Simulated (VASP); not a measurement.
A run of VASP 6.6.1 is set up as follows.

The input INCAR:

```
PREC = Accurate
ENCUT = 600
EDIFF = 1E-6
ISMEAR = -1
SIGMA = 0.05
LREAL = F
LASPH = T
NELM = 60
ALGO = Normal
ISIF = 3
LWAVE = F
LCHARG = F
GGA = PE
IVDW = 12
IBRION = 2
NSW = 60
EDIFFG = -0.01
```

KPOINTS

```
Automatic mesh
0
Gamma
  8 8 8
```

File POSCAR:

```
Sb
1.0
    2.1542000000      1.2437279499      3.7580000000
   -2.1542000000      1.2437279499      3.7580000000
    0.0000000000     -2.4874558998      3.7580000000
Sb
2
Direct
    0.7665100000      0.7665100000      0.7665100000
    0.2334900000      0.2334900000      0.2334900000
```

Potentials or basis: VASP PAW PBE potentials, release 64 (Sb).

Launch:

```console
$ cat potpaw_PBE.64/Sb/POTCAR > POTCAR
$ mpirun -np 1 vasp_std > vasp.out
```

Q: What does it give for the dispersion energy per atom?

A: -0.480 eV.

Q: Estimate the relaxed volume.

A: 29.76 Å³/atom.

Q: What does it give for the relaxed cell?

A: a = 4.442 Å, b = 4.442 Å, c = 4.442 Å, α = 58.27°, β = 58.27°, γ = 58.27°.

The path:
| step | energy change (eV) | largest force (eV/Å) | pressure (GPa) | volume (Å³) |
| --- | --- | --- | --- | --- |
| 1 | 0.0000 | 0.1998 | 0.17 | 60.41 |
| 2 | -0.0033 | 0.0836 | -0.42 | 60.69 |
| 3 | -0.0036 | 0.0274 | -0.70 | 60.83 |
| 4 | -0.0059 | 0.0129 | -0.48 | 60.40 |
| 5 | -0.0077 | 0.0090 | -0.13 | 59.73 |
| 6 | -0.0079 | 0.0158 | 0.01 | 59.50 |
| 7 | -0.0079 | 0.0152 | -0.01 | 59.53 |
| 8 | -0.0079 | 0.0090 | 0.01 | 59.53 |
| 9 | -0.0079 | 0.0044 | 0.03 | 59.52 |
